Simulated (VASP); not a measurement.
Input of a VASP 6.6.1 run:

File INCAR:

```
  PREC = Accurate
  ENCUT = 520
  EDIFF = 1E-6
  ISMEAR = 0
  SIGMA = 0.1
  LREAL = False
  LASPH = True
  NELM = 150
  ALGO = Normal
  ISIF = 2
  LWAVE = False
  LCHARG = False
  ISPIN = 2
  MAGMOM = 3.5 0
  LORBIT = 11
  LMAXMIX = 4
  GGA = PS
  NBANDS = 20
```

The input KPOINTS:

```
regular mesh
0
Gamma
  12 12 7
```

Contents of POSCAR:

```
FeCu
1.0
    1.4122341880     -1.9519453610      0.0000000000
    1.4122341880      1.9519453610      0.0000000000
    0.0000000000      0.0000000000      4.0632201152
Fe Cu
1 1
Direct
    0.0000000000      0.0000000000      0.0000000000
    0.5000000000      0.5000000000      0.5000000000
```

Potentials or basis: VASP PAW PBE potentials, release 64 (Fe, Cu).

The run is started by

```bash
$ cat potpaw_PBE.64/Fe/POTCAR potpaw_PBE.64/Cu/POTCAR > POTCAR
$ mpirun -np 1 vasp_std > vasp.out
```

Q: Predict the net moment.

A: 2.44 μB per cell.

Q: Estimate the site moments.

A: Fe +2.36; Cu +0.07 μB.

Q: Predict the pressure.

A: 1.3 GPa.

Stress tensor (GPa, compression positive):
```
1.63 0.00 0.00
0.00 0.06 0.00
0.00 0.00 2.21
```

Caveat: the PAW data sets were made with another functional, which shifts forces and pressure a little.
